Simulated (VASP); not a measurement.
# K (Im-3m) in VASP: settings compared

The runs below take K through single point, with PBE-based screened hybrid, HSE06+D3(BJ), PBEsol-based screened hybrid, PBEsol.

Program: VASP 6.6.1. These are calculated values, not measurements. Logs are shortened: lines on timing, memory, paths and dates and some standing lists are left out, and cuts for length are marked.

### Step 1. The cell of the first run

It takes space group Im-3m (No. 229, cubic). Conventional cell: a = 5.395 Å, b = 5.395 Å, c = 5.395 Å, α = 90.00°, β = 90.00°, γ = 90.00°.

### Step 2. Single point, PBE-based screened hybrid

The input, POSCAR:

```
K
1.0
   -2.6975585167      2.6975585167      2.6975585167
    2.6975585167     -2.6975585167      2.6975585167
    2.6975585167      2.6975585167     -2.6975585167
K
1
Direct
    0.0000000000      0.0000000000      0.0000000000
```

The input, INCAR.step1:

```
PREC = Accurate ; ENCUT = 520
EDIFF = 1E-5 ; ISMEAR = -1
SIGMA = 0.15 ; LREAL = False
LASPH = True ; NELM = 80
ALGO = Normal ; ISIF = 2
LWAVE = True ; LCHARG = False
NBANDS = 10 ; GGA = PE
```

The input, INCAR.step2:

```
PREC = Accurate ; ENCUT = 520
EDIFF = 1E-6 ; ISMEAR = -1
SIGMA = 0.15 ; LREAL = False
LASPH = True ; NELM = 80
ALGO = Normal ; ISIF = 2
LWAVE = False ; LCHARG = False
GGA = PE ; LHFCALC = True
AEXX = 0.25 ; HFSCREEN = 0.3
PRECFOCK = Normal ; NBANDS = 10
ISTART = 1
```

The input, KPOINTS:

```
Automatic mesh
0
Gamma
  5 5 5
  0.5 0.5 0.5
```

Potentials or basis: VASP PAW PBE potentials, release 64 (K_sv).

Run with:

```bash
> cat potpaw_PBE.64/K_sv/POTCAR > POTCAR
> cp INCAR.step1 INCAR
> mpirun -np 1 vasp_std > vasp.out
> cp INCAR.step2 INCAR
> mpirun -np 1 vasp_std > vasp.out
```

OUTCAR:

```text
PREC = Accurate
   ENCUT = 520
   EDIFF = 1E-6
   ISMEAR = -1
   LREAL = False
   LASPH = True
   NELM = 80
   ISIF = 2
   GGA = PE
   LHFCALC = True
   AEXX = 0.25
   HFSCREEN = 0.3
   PRECFOCK = Normal
   ISTART = 1

 ion  position               nearest neighbor table
   1  0.000  0.000  0.000-

  LATTYP: Found a body centered cubic cell.
 ALAT       =     5.3951170334

  Lattice vectors:

 A1 = (  -2.6975585167,   2.6975585167,   2.6975585167)
 A2 = (   2.6975585167,  -2.6975585167,   2.6975585167)
 A3 = (   2.6975585167,   2.6975585167,  -2.6975585167)

Analysis of symmetry for initial positions (statically):
=====================================================================
 Subroutine PRICEL returns:
 Original cell was already a primitive cell.

 Routine SETGRP: Setting up the symmetry group for a
 body centered cubic supercell.

 Subroutine GETGRP returns: Found 48 space group operations
 (whereof 48 operations were pure point group operations)
 out of a pool of 48 trial point group operations.

The static configuration has the point symmetry O_h .

Analysis of symmetry for dynamics (positions and initial velocities):
=====================================================================
 Subroutine PRICEL returns:
 Original cell was already a primitive cell.

 Routine SETGRP: Setting up the symmetry group for a
 body centered cubic supercell.

 Subroutine GETGRP returns: Found 48 space group operations
 (whereof 48 operations were pure point group operations)
 out of a pool of 48 trial point group operations.

The dynamic configuration has the point symmetry O_h .

 Subroutine INISYM returns: Found 48 space group operations
 (whereof 48 operations are pure point group operations),
 and found     1 'primitive' translations

----------------------------------------------------------------------------------------

                                     Primitive cell

  volume of cell :      78.5186

  direct lattice vectors                    reciprocal lattice vectors
    -2.697558517  2.697558517  2.697558517     0.000000000  0.185352791  0.185352791
     2.697558517 -2.697558517  2.697558517     0.185352791  0.000000000  0.185352791
     2.697558517  2.697558517 -2.697558517     0.185352791  0.185352791  0.000000000

  length of vectors
     4.672308407  4.672308407  4.672308407     0.262128431  0.262128431  0.262128431

  position of ions in fractional coordinates (direct lattice)
     0.000000000  0.000000000  0.000000000

  ion indices of the primitive-cell ions
   primitive index   ion index
                 1           1

----------------------------------------------------------------------------------------

 KPOINTS: Automatic mesh

Automatic generation of k-mesh.
 Grid dimensions read from file:
 generate k-points for:    5    5    5

 Generating k-lattice:

  Cartesian coordinates                     Fractional coordinates (reciprocal lattice)
     0.000000000  0.037070558  0.037070558     0.200000000  0.000000000  0.000000000
     0.037070558  0.000000000  0.037070558     0.000000000  0.200000000  0.000000000
     0.037070558  0.037070558  0.000000000     0.000000000  0.000000000  0.200000000

  Length of vectors
     0.052425686  0.052425686  0.052425686

  Shift w.r.t. Gamma in fractional coordinates (k-lattice)
     0.500000000  0.500000000  0.500000000

 Subroutine IBZKPT returns following result:
 ===========================================

 Found     10 irreducible k-points:

 Following reciprocal coordinates:
            Coordinates               Weight
  0.100000  0.100000  0.100000      8.000000
  0.300000  0.100000  0.100000     24.000000
 -0.100000  0.100000  0.100000      6.000000
  0.300000  0.300000  0.100000      8.000000
 -0.300000  0.300000  0.100000     24.000000
  0.500000  0.500000  0.100000     12.000000
 -0.300000  0.500000  0.100000     24.000000
 -0.300000  0.300000  0.300000      6.000000
  0.500000  0.500000  0.300000     12.000000
  0.500000  0.500000  0.500000      1.000000
   k-points           NKPTS =     10   k-points in BZ     NKDIM =    125   number of bands    NBANDS=     10
   number of dos      NEDOS =    301   number of ions     NIONS =      1
   total plane-waves  NPLWV =  46656
   dimension x,y,z NGX =    36 NGY =   36 NGZ =   36
   dimension x,y,z NGXF=    72 NGYF=   72 NGZF=   72
   ions per type =               1
   NGX,Y,Z   is equivalent  to a cutoff of  12.81, 12.81, 12.81 a.u.
   NGXF,Y,Z  is equivalent  to a cutoff of  25.62, 25.62, 25.62 a.u.
 SYSTEM =  unknown system
   PREC   = accura    normal or accurate (medium, high low for compatibility)
   ISTART =      1    job   : 0-new  1-cont  2-samecut
   ICHARG =      0    charge: 1-file 2-atom 10-const
   ISPIN  =      1    spin polarized calculation?
   LNONCOLLINEAR =      F non collinear calculations
   LSORBIT =      F    spin-orbit coupling
   LASPH  =      T    aspherical Exc in radial PAW
   ENCUT  =  520.0 eV  38.22 Ry    6.18 a.u.   8.69  8.69  8.69*2*pi/ulx,y,z
   NELM   =     80;   NELMIN=  2; NELMDL=  0     # of ELM steps
   EDIFF  = 0.1E-05   stopping-criterion for ELM
   LREAL  =      F    real-space projection
   EDIFFG = 0.1E-04   stopping-criterion for IOM
   NSW    =      0    number of steps for IOM
   IBRION =     -1    ionic relax: 0-MD 1-quasi-New 2-CG
   NFREE  =      0    steps in history (QN), initial steepest desc. (CG)
   ISIF   =      2    stress and relaxation
   ISYM   =      3    0-nonsym 1-usesym 2-fastsym
   POTIM  = 0.5000    time-step for ionic-motion
   TEBEG  =    0.0;   TEEND  =   0.0 temperature during run
   PSTRESS=    0.0 pullay stress
   NELECT =       9.0000    total number of electrons
   NUPDOWN=      -1.0000    fix difference up-down
   EMIN   =  10.00;   EMAX   =-10.00  energy-range for DOS
   EFERMI =   0.00;   METHOD = LEGACY
   ISMEAR =    -1;   SIGMA  =   0.15  broadening in eV -4-tet -1-fermi 0-gaus
   EFERMI_NEDOS =   21; number of points for ismear=-14 and -15
   IALGO  =     38    algorithm
   IMIX   =      1    mixing-type and parameters
     AMIX     =   0.40;   BMIX     =  1.00
     AMIX_MAG =   1.60;   BMIX_MAG =  1.00
  volume/ion in A,a.u.               =      78.52       529.87
  Fermi-wavevector in a.u.,A,eV,Ry     =   0.795240  1.502785  8.604411  0.632406
  Thomas-Fermi vector in A             =   1.901529
   LORBIT       =      0    0 simple, 1 ext, 2 COOP (PROOUT), +10 PAW based schemes
   GGA     = PE    functional components
   LHFCALC =     T    Hartree Fock is set to
   PRECFOCK=normal    Normal, Fast or Accurate (Low or Medium for compatibility)
   ENCUT4O =  -1.0   cutoff for four orbital integrals eV
   NKREDX  =     1    reduce k-point grid by
   NKREDY  =     1    reduce k-point grid by
   NKREDZ  =     1    reduce k-point grid by
   AEXX    =    0.2500 exact exchange contribution
   HFSCREEN=    0.3000 screening length (either q_TF or 0.3 A-1)
   HFSCREENC=   0.3000 screening length for correlation (either q_TF or 0.3 A-1)
   ENCUTFOCK=  -1.0 apply spherical cutoff to Coloumb kernel
   IVDW    =     0    specifies the selected vdW correction
   LEPSILON=     F    determine dielectric tensor
   LRPA    =     F    only Hartree local field effects (RPA)
 non-spin polarized calculation
  energy-cutoff  :      520.00
  volume of cell :       78.52
 maximum number of plane-waves:      2126
 NGX is ok and might be reduce to    36
  NGX = 28; NGY = 28; NGZ = 28

 number of electron       8.9999999 magnetization

 Free energy of the ion-electron system (eV)
  ---------------------------------------------------
  ext. energy  EPLUGINS =         0.00000000
  ---------------------------------------------------
  free energy    TOTEN  =        -1.09696549 eV

  energy without entropy =       -1.02708994  energy(sigma->0) =       -1.06202771

 E-fermi :  -0.2122     XC(G=0):  -4.8641

 val. band max:       -0.3423896407   @ k =   0.3000   0.1000   0.1000
 cond. band min:       0.0745494580   @ k =  -0.3000   0.5000   0.1000
 fundamental gap:      0.4169390988
 Fermi energy:        -0.2121918963

 k-point     1 :       0.1000    0.1000    0.1000
  band No.  band energies     occupation
      1     -35.2444      2.00000
      2     -17.3806      2.00000
      3     -17.3579      2.00000
      4     -17.3579      2.00000
      5      -1.7204      1.99991
      6       3.2901      0.00000
      7       3.2901      0.00000
      8       4.8279      0.00000
      9       5.4130      0.00000
     10       5.4130      0.00000

 k-point     2 :       0.3000    0.1000    0.1000
  band No.  band energies     occupation
      1     -35.2431      2.00000
      2     -17.3992      2.00000
      3     -17.3716      2.00000
      4     -17.3586      2.00000
      5      -0.3424      1.40865
      6       1.5258      0.00002
      7       2.7137      0.00000
      8       4.4338      0.00000
      9       5.7292      0.00000
     10       5.8786      0.00000

 k-point     3 :      -0.1000    0.1000    0.1000
  band No.  band energies     occupation
      1     -35.2453      2.00000
      2     -17.3606      2.00000
      3     -17.3575      2.00000
      4     -17.3575      2.00000
      5      -2.2212      2.00000
      6       4.1720      0.00000
      7       4.1720      0.00000
      8       4.5817      0.00000
      9       4.6323      0.00000
     10       5.6123      0.00000
[... 66 lines left out ...]
 k-point     9 :       0.5000    0.5000    0.3000
  band No.  band energies     occupation
      1     -35.2414      2.00000
      2     -17.3974      2.00000
      3     -17.3853      2.00000
      4     -17.3792      2.00000
      5       1.0415      0.00047
      6       1.2718      0.00010
      7       2.9679      0.00000
      8       3.2527      0.00000
      9       4.3599      0.00000
     10       6.3091      0.00000

 k-point    10 :       0.5000    0.5000    0.5000
  band No.  band energies     occupation
      1     -35.2406      2.00000
      2     -17.3923      2.00000
      3     -17.3923      2.00000
      4     -17.3923      2.00000
      5       1.6675      0.00001
      6       1.6675      0.00001
      7       3.2416      0.00000
      8       3.2416      0.00000
      9       3.2416      0.00000
     10       5.2168      0.00000

------------------------ aborting loop because EDIFF is reached ----------------------------------------

  FORCE on cell =-STRESS in cart. coord.  units (eV):
  Direction    XX          YY          ZZ          XY          YZ          ZX
  --------------------------------------------------------------------------------------
  -------------------------------------------------------------------------------------
  Total       -0.0404195     -0.0404195     -0.0404195      0.0000000      0.0000000     -0.0000000
  in kB       -0.8247628     -0.8247628     -0.8247628      0.0000000      0.0000000     -0.0000000
  external PRESSURE =      -0.8247628 kB  Pullay stress =       0.0000000 kB

 VOLUME and BASIS-vectors are now :
 -----------------------------------------------------------------------------
  energy-cutoff  :      520.00
  volume of cell :       78.52
      direct lattice vectors                 reciprocal lattice vectors
    -2.697558517  2.697558517  2.697558517     0.000000000  0.185352791  0.185352791
     2.697558517 -2.697558517  2.697558517     0.185352791  0.000000000  0.185352791
     2.697558517  2.697558517 -2.697558517     0.185352791  0.185352791  0.000000000

 POSITION                                       TOTAL-FORCE (eV/Angst)
 -----------------------------------------------------------------------------------
      0.00000      0.00000      0.00000         0.000000     -0.000000     -0.000000
 -----------------------------------------------------------------------------------
    total drift:                               -0.000000      0.000000      0.000000

  FREE ENERGIE OF THE ION-ELECTRON SYSTEM (eV)
  ---------------------------------------------------
  free  energy   TOTEN  =        -1.0969654878 eV

  energy  without entropy=       -1.0270899394  energy(sigma->0) =       -1.06202771
```

Run time: 9 min. Hardware: 1 thread of Intel Xeon Platinum 8259CL at 2.50GHz (Skylake/Cascade Lake), shared host; peak memory 0.3 GiB.

Results:

| Item | Value |
| --- | --- |
| Free energy | -1.0970 eV |
| Pressure | -0.1 GPa |

Caveat: the PAW data sets were made with another functional, which shifts forces and pressure a little.

### Step 3. Single point, HSE06+D3(BJ)

POSCAR is that of step 2.

The input, INCAR.step1:

```
PREC = Accurate
ENCUT = 520
EDIFF = 1E-5
ISMEAR = -1
SIGMA = 0.05
LREAL = F
LASPH = T
NELM = 100
ALGO = Normal
ISIF = 2
LWAVE = T
LCHARG = F
GGA = PE
NBANDS = 10
```

The input, INCAR.step2:

```
PREC = Accurate
ENCUT = 520
EDIFF = 1E-7
ISMEAR = -1
SIGMA = 0.05
LREAL = F
LASPH = T
NELM = 100
ALGO = Normal
ISIF = 2
LWAVE = F
LCHARG = F
GGA = PE
LHFCALC = T
HFSCREEN = 0.2079
PRECFOCK = Normal
IVDW = 12
VDW_S6 = 1.0
VDW_S8 = 2.31
VDW_A1 = 0.383
VDW_A2 = 5.685
ISTART = 1
NBANDS = 10
```

The input, KPOINTS:

```
Automatic mesh
0
Gamma
  5 5 5
```

Potentials or basis: VASP PAW PBE potentials, release 64 (K_sv).

Run with:

```bash
> cat potpaw_PBE.64/K_sv/POTCAR > POTCAR
> cp INCAR.step1 INCAR
> mpirun -np 1 vasp_std > vasp.out
> cp INCAR.step2 INCAR
> mpirun -np 1 vasp_std > vasp.out
```

It took 13 min on 1 thread of Intel Xeon Platinum 8259CL at 2.50GHz (Skylake/Cascade Lake), shared host; peak memory 0.31 GiB.

Results (log left out):

- Free energy: -1.2842 eV
- Pressure: -0.5 GPa
- Dispersion energy per atom: -0.168 eV

Levels at points of the mesh, in eV from the Fermi level:
```
           k point  band 1  band 2  band 3  band 4  band 5  band 6  band 7  band 8
(0.00, 0.00, 0.00)  -35.27  -17.36  -17.36  -17.36   -2.48    4.78    4.78    4.78
```

Caveat: the PAW data sets were made with another functional, which shifts forces and pressure a little; pairwise dispersion overbinds metals, which lowers pressure and volume.

### Step 4. Single point, PBEsol-based screened hybrid

POSCAR is that of step 3.

The input, INCAR.step1:

```
  ALGO = Normal
  EDIFF = 1E-5
  ENCUT = 520
  GGA = PE
  ISIF = 2
  ISMEAR = -1
  LASPH = True
  LREAL = False
  LWAVE = True
  NBANDS = 10
  NELM = 60
  PREC = Accurate
  SIGMA = 0.1
```

The input, INCAR.step2:

```
  AEXX = 0.25
  ALGO = Normal
  EDIFF = 1E-7
  ENCUT = 520
  GGA = PS
  HFSCREEN = 0.207
  ISIF = 2
  ISMEAR = -1
  ISTART = 1
  LASPH = True
  LCHARG = True
  LELF = True
  LHFCALC = True
  LREAL = False
  LVHAR = True
  LWAVE = False
  NBANDS = 10
  NELM = 60
  PREC = Accurate
  PRECFOCK = Normal
  SIGMA = 0.1
```

The input, KPOINTS:

```
k-points
0
Gamma
  5 5 5
```

Run with:

```bash
> cat potpaw_PBE.64/K_sv/POTCAR > POTCAR
> cp INCAR.step1 INCAR
> mpirun -np 1 vasp_std > vasp.out
> cp INCAR.step2 INCAR
> mpirun -np 1 vasp_std > vasp.out
```

Run time: 17 min. Hardware: 1 thread of Intel Xeon Platinum 8259CL at 2.50GHz (Skylake/Cascade Lake), shared host; peak memory 0.3 GiB.

The run converged. Its results:

* Free energy: -1.1881 eV
* Pressure: -0.2 GPa

Levels at points of the mesh, in eV from the Fermi level:
```tsv
k point	band 1	band 2	band 3	band 4	band 5	band 6	band 7	band 8	band 9
(0.00, 0.00, 0.00)	-35.15	-17.29	-17.29	-17.29	-2.45	4.80	4.80	4.80	5.73
```

Caveat: the PAW data sets were made with another functional, which shifts forces and pressure a little.

### Step 5. Single point, PBEsol

This run uses another cell than the first one, of 21.64 Å³/atom, 0.276 times its volume.

The input, INCAR:

```
ALGO     = Normal         # electronic algorithm
EDIFF    = 1E-6           # SCF threshold, eV
ENCUT    = 520            # plane-wave cutoff, eV
GGA      = PS             # functional
ISIF     = 2              # what is computed and relaxed
ISMEAR   = -1             # smearing method
LASPH    = T              # aspherical terms in the spheres
LCHARG   = F              # write CHGCAR
LREAL    = F              # projectors in reciprocal space
LWAVE    = F              # write WAVECAR
NBANDS   = 10             # bands
NELM     = 60             # most SCF steps
PREC     = Accurate       # precision mode
SIGMA    = 0.05           # smearing width, eV
```

The input, KPOINTS:

```
k-points
0
Gamma
  7 7 7
```

The input, POSCAR:

```
K
1.0
   -1.7555213470      1.7555213470      1.7555213470
    1.7555213470     -1.7555213470      1.7555213470
    1.7555213470      1.7555213470     -1.7555213470
K
1
Direct
    0.0000000000      0.0000000000      0.0000000000
```

Run with:

```bash
> cat potpaw_PBE.64/K_sv/POTCAR > POTCAR
> mpirun -np 1 vasp_std > vasp.out
```

It used 4.4 s of CPU time on 1 thread of AMD EPYC 7R13 Processor (Zen 3), with other jobs on the host.

Results (log left out):

```
Free energy : 1.0031 eV
Pressure    : 30.2 GPa
```

Levels at points of the mesh, in eV from the Fermi level:
| k point | band 2 | band 3 | band 4 | band 5 | band 6 | band 7 | band 8 | band 9 |
| --- | --- | --- | --- | --- | --- | --- | --- | --- |
| (0.00, 0.00, 0.00) | -15.13 | -15.13 | -15.13 | -3.23 | 4.64 | 4.64 | 4.64 | 7.02 |

Caveat: the k points lie up to 0.36 Å⁻¹ apart; the PAW data sets were made with another functional, which shifts forces and pressure a little.

### Step 6. Single point, PBEsol

This run uses another cell than the first one, of 26.72 Å³/atom, 0.340 times its volume.

The input, INCAR:

```
  PREC = Accurate
  ENCUT = 520
  EDIFF = 1E-6
  ISMEAR = -1
  SIGMA = 0.05
  LREAL = False
  LASPH = True
  NELM = 100
  ALGO = Fast
  ISIF = 2
  LWAVE = False
  LCHARG = False
  GGA = PS
  NBANDS = 10
```

The input, KPOINTS:

```
regular mesh
0
Gamma
  7 7 7
```

The input, POSCAR:

```
K
1.0
   -1.8833947251      1.8833947251      1.8833947251
    1.8833947251     -1.8833947251      1.8833947251
    1.8833947251      1.8833947251     -1.8833947251
K
1
Direct
    0.0000000000      0.0000000000      0.0000000000
```

Potentials or basis: VASP PAW PBE potentials, release 64 (K_sv).

Run with:

```bash
> cat potpaw_PBE.64/K_sv/POTCAR > POTCAR
> mpirun -np 1 vasp_std > vasp.out
```

Run time: 8.1 s. Hardware: 1 thread of AMD EPYC 7R13 (Zen 3), shared host; peak memory 0.1 GiB.

The run converged. Its results:

| Quantity | Value |
| --- | --- |
| Free energy | 0.2138 eV |
| Pressure | 20.1 GPa |

Levels at points of the mesh, in eV from the Fermi level:
| k point | band 1 | band 2 | band 3 | band 4 | band 5 | band 6 | band 7 | band 8 |
| --- | --- | --- | --- | --- | --- | --- | --- | --- |
| (0.00, 0.00, 0.00) | -32.47 | -15.30 | -15.30 | -15.30 | -3.53 | 4.59 | 4.59 | 4.59 |

Caveat: the PAW data sets were made with another functional, which shifts forces and pressure a little.

### Step 7. The runs side by side

| level | cell | k mesh | smearing | grid for exact exchange (PRECFOCK) | share of exact exchange | screening parameter | gap on the mesh (eV) | pressure (GPa) |
| --- | --- | --- | --- | --- | --- | --- | --- | --- |
| PBE-based screened hybrid | a = 4.672 Å, angles 109.5°, 1 atom | 5 × 5 × 5, shifted | fermi-dirac 0.15 eV | Normal | 0.25 | 0.3 1/Å | none | -0.1 |
| HSE06+D3(BJ) | a = 4.672 Å, angles 109.5°, 1 atom | 5 × 5 × 5 | fermi-dirac 0.05 eV | Normal | - | 0.2079 1/Å | none | -0.5 |
| PBEsol-based screened hybrid | a = 4.672 Å, angles 109.5°, 1 atom | 5 × 5 × 5 | fermi-dirac 0.1 eV | Normal | 0.25 | 0.207 1/Å | none | -0.2 |
| PBEsol | a = 3.041 Å, angles 109.5°, 1 atom | 7 × 7 × 7 | fermi-dirac 0.05 eV | - | - | - | none | 30.2 |
| PBEsol | a = 3.262 Å, angles 109.5°, 1 atom | 7 × 7 × 7 | fermi-dirac 0.05 eV | - | - | - | none | 20.1 |

Alike in all rows: task single point; potentials or basis VASP PAW PBE potentials, release 64 (K_sv); no spin polarisation; cutoff (eV) 520.

Caveats: some runs use coarse meshes; the PAW data sets were made with another functional, which shifts forces and pressure a little; pairwise dispersion overbinds metals, which lowers pressure and volume (some runs).

Total energies depend on the potentials used, so only differences within one code and one set of settings carry meaning.
